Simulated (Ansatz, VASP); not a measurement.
**Two plane-wave programs on Pt**

```xyz
1
Lattice="0.0000 1.9589 1.9589 1.9589 0.0000 1.9589 1.9589 1.9589 0.0000" Properties=species:S:1:pos:R:3 pbc="T T T"
Pt    0.0000    0.0000    0.0000
```

Alike in both runs: functional PBEsol; k mesh 18 × 18 × 18; occupations gaussian, width 0.1 eV; no spin polarisation.

Ansatz relaxed the structure, and its values are those at the end. VASP's run is a single point on that final structure, the one shown.

```csv
,VASP,Ansatz
version,VASP 6.6.1,Ansatz 0.2.0
potentials or method,"VASP PAW PBE potentials, release 64 (Pt), cutoff 520 eV","scalar-relativistic, plane waves, PAW"
valence electrons in the cell,10,18
```

```csv
,VASP,Ansatz,Ansatz less VASP
gap on the k mesh at the Fermi level (eV),none,none,-
pressure (GPa),-0.4,0.0,+0.40
```

VASP's potentials were made for PBE, not for PBEsol, and Ansatz warns of the same on its side. A gap of «none» marks a metal or a gap that the smearing closes. VASP's potentials hold 10 valence electrons a cell and Ansatz's 18, so a difference there can come from the potentials and not from the codes.

Neither program's run includes spin-orbit coupling.
